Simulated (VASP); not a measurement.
Input of a VASP 6.6.1 run:

File INCAR:

```
ALGO     = Normal         # electronic algorithm
EDIFF    = 1E-7           # SCF threshold, eV
ENCUT    = 520            # plane-wave cutoff, eV
GGA      = PE             # functional
ISIF     = 2              # what is computed and relaxed
ISMEAR   = 0              # smearing method
LASPH    = T              # aspherical terms in the spheres
LCHARG   = F              # write CHGCAR
LREAL    = F              # projectors in reciprocal space
LWAVE    = F              # write WAVECAR
NBANDS   = 14             # bands
NELM     = 100            # most SCF steps
PREC     = Accurate       # precision mode
SIGMA    = 0.027000000000000003 # smearing width, eV
```

Contents of KPOINTS:

```
k-points
0
Gamma
  10 10 10
```

File POSCAR:

```
HfC
1.0
    0.0000000000      2.3250000000      2.3250000000
    2.3250000000      0.0000000000      2.3250000000
    2.3250000000      2.3250000000      0.0000000000
Hf C
1 1
Direct
    0.5000000000      0.5000000000      0.5000000000
    0.0000000000      0.0000000000      0.0000000000
```

Potentials or basis: VASP PAW PBE potentials, release 64 (Hf_pv, C).

Launch:

```bash
$ cat potpaw_PBE.64/Hf_pv/POTCAR potpaw_PBE.64/C/POTCAR > POTCAR
$ mpirun -np 1 vasp_std > vasp.out
```

Q: What does it give for the band gap on the k mesh?

A: Zero (band 7 reaches 6.95 eV, above the bottom of band 8 at 5.55 eV).

Q: What does it give for the pressure?

A: -0.4 GPa.

Caveat: spin-orbit coupling is left out, which moves the levels of the heavy elements.
